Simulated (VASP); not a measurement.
# Y in VASP: a series of runs, part 2 of 2

VASP 6.6.1. Earlier steps stand in the parts before.

**3. Single point, PBEsol, collinear spin, ferromagnetic start**

This run uses another cell than the first one: it holds 2 atoms, not 4.

INCAR reads:

```
PREC     = Accurate       # precision mode
ENCUT    = 520            # plane-wave cutoff, eV
EDIFF    = 1E-6           # SCF threshold, eV
ISMEAR   = 0              # smearing method
SIGMA    = 0.05           # smearing width, eV
LREAL    = F              # projectors in reciprocal space
LASPH    = T              # aspherical terms in the spheres
NELM     = 150            # most SCF steps
ALGO     = Normal         # electronic algorithm
ISIF     = 2              # what is computed and relaxed
LWAVE    = F              # write WAVECAR
LCHARG   = T              # write CHGCAR
ISPIN    = 2              # spin polarisation
MAGMOM   = 1.5 1.5        # initial moments
LORBIT   = 11             # projections on sites
LMAXMIX  = 4              # l up to which the mixer works
GGA      = PS             # functional
LELF     = T              # ELF
LVHAR    = T            
NBANDS   = 22             # bands
```

KPOINTS reads:

```
regular mesh
0
Gamma
  1 1 11
```

POSCAR reads:

```
Y
1.0
    9.0000000000      0.0000000000      0.0000000000
    0.0000000000      9.3000000000      0.0000000000
    0.0000000000      0.0000000000      6.0557554229
Y
2
Direct
    0.5000000000      0.5000000000      0.0025663316
    0.5000000000      0.5000000000      0.4624336684
```

Potentials or basis: VASP PAW PBE potentials, release 64 (Y_sv).

On the command line:

```
> cat potpaw_PBE.64/Y_sv/POTCAR > POTCAR
> mpirun -np 1 vasp_std > vasp.out
```

OUTCAR:

```text
PREC = Accurate
   ENCUT = 520
   EDIFF = 1E-6
   ISMEAR = 0
   LREAL = F
   LASPH = T
   NELM = 150
   ISIF = 2
   ISPIN = 2
   LORBIT = 11
   GGA = PS

 ion  position               nearest neighbor table
   1  0.500  0.500  0.003-   2 2.78   2 3.27
   2  0.500  0.500  0.462-   1 2.78   1 3.27

  LATTYP: Found a simple orthorhombic cell.
 ALAT       =     6.0557554229
 B/A-ratio  =     1.4861894795
 C/A-ratio  =     1.5357291288

  Lattice vectors:

[... 498 lines left out ...]

 VOLUME and BASIS-vectors are now :
 -----------------------------------------------------------------------------
  energy-cutoff  :      520.00
  volume of cell :      506.87
      direct lattice vectors                 reciprocal lattice vectors
     9.000000000  0.000000000  0.000000000     0.111111111  0.000000000  0.000000000
     0.000000000  9.300000000  0.000000000     0.000000000  0.107526882  0.000000000
     0.000000000  0.000000000  6.055755423     0.000000000  0.000000000  0.165132164

 POSITION                                       TOTAL-FORCE (eV/Angst)
 -----------------------------------------------------------------------------------
      4.50000      4.65000      0.01554         0.000000      0.000000     -0.004297
      4.50000      4.65000      2.80039         0.000000      0.000000      0.004297
 -----------------------------------------------------------------------------------
    total drift:                                0.000000      0.000000     -0.000001

  FREE ENERGIE OF THE ION-ELECTRON SYSTEM (eV)
  ---------------------------------------------------
  free  energy   TOTEN  =        -7.3650656559 eV

  energy  without entropy=       -7.3610027143  energy(sigma->0) =       -7.36303419

 total charge

# of ion       s       p       d       f       tot
--------------------------------------------------
    1        2.311   6.018   1.076   0.010   9.415
    2        2.311   6.018   1.076   0.010   9.415
--------------------------------------------------
tot          4.621  12.037   2.152   0.020  18.830

 magnetization (x)

# of ion       s       p       d       f       tot
--------------------------------------------------
    1        0.028   0.078   0.522   0.007   0.634
    2        0.028   0.078   0.522   0.007   0.634
--------------------------------------------------
tot          0.056   0.156   1.043   0.013   1.268
```

OSZICAR:

```text
N       E                     dE             d eps       ncg     rms          rms(c)
DAV:   1     0.706182976753E+02    0.70618E+02   -0.92850E+03   720   0.671E+02
DAV:   2     0.577229349102E+01   -0.64846E+02   -0.62815E+02   772   0.145E+02
[... 14 lines left out ...]
DAV:  17    -0.736493511642E+01   -0.18146E-03   -0.11103E-04   566   0.262E-02    0.626E-03
DAV:  18    -0.736503875646E+01   -0.10364E-03   -0.59440E-05   470   0.199E-02    0.306E-03
DAV:  19    -0.736505555209E+01   -0.16796E-04   -0.17820E-05   540   0.122E-02    0.208E-03
DAV:  20    -0.736506364019E+01   -0.80881E-05   -0.20327E-05   480   0.133E-02    0.187E-03
DAV:  21    -0.736506507490E+01   -0.14347E-05   -0.54588E-06   504   0.829E-03    0.851E-04
DAV:  22    -0.736506565590E+01   -0.58101E-06   -0.29262E-06   498   0.549E-03
   1 F= -.73650657E+01 E0= -.73630342E+01  d E =-.406294E-02  mag=     2.0000
```

stdout:

```text
POSCAR found type information on POSCAR Y
 POSCAR found :  1 types and       2 ions
 scaLAPACK will be used
 -----------------------------------------------------------------------------
|                                                                             |
|                                                                             |
|     You enforced a specific xc type in the INCAR file but a different       |
|     I HOPE YOU KNOW WHAT YOU ARE DOING!                                     |
|                                                                             |
 -----------------------------------------------------------------------------

 LDA part: xc-table for (Slater+PW92), standard interpolation
 POSCAR, INCAR and KPOINTS ok, starting setup
 FFT: planning ... GRIDC
 FFT: planning ... GRID_SOFT
 FFT: planning ... GRID
 WAVECAR not read
 entering main loop
```

It took 7.2 min on 1 thread of Intel Xeon Platinum 8259CL at 2.50GHz (Skylake/Cascade Lake), shared host; peak memory 0.72 GiB.

Results:

```yaml
Free_energy: -7.3651 eV
Largest_force: 0.004 eV/Å
Band_gap_on_the_k_mesh: zero (filled and empty bands overlap)
Net_moment: 2.00 μB per cell
Site_moments: Y +0.63 μB
Valence_electrons_inside_the_program's_atomic_spheres: Y 9.41
```

Forces in eV/Å, atoms in the order of the input:
```
Y    0.000  0.000 -0.004
Y    0.000  0.000  0.004
```

Levels at points of the mesh, in eV from the Fermi level:
Spin up:
| k point | band 10 | band 11 | band 12 | band 13 | band 14 | band 15 |
| --- | --- | --- | --- | --- | --- | --- |
| (0.00, 0.00, 0.00) | -0.83 | -0.82 | -0.50 | 0.37 | 0.42 | 0.85 |
Spin down:
```csv
k point,band 8,band 9,band 10,band 11,band 12,band 13
"(0.00, 0.00, 0.00)",-22.29,-1.99,-0.17,-0.17,0.15,0.78
```

Caveat: the PAW data sets were made with another functional, which shifts forces and pressure a little.
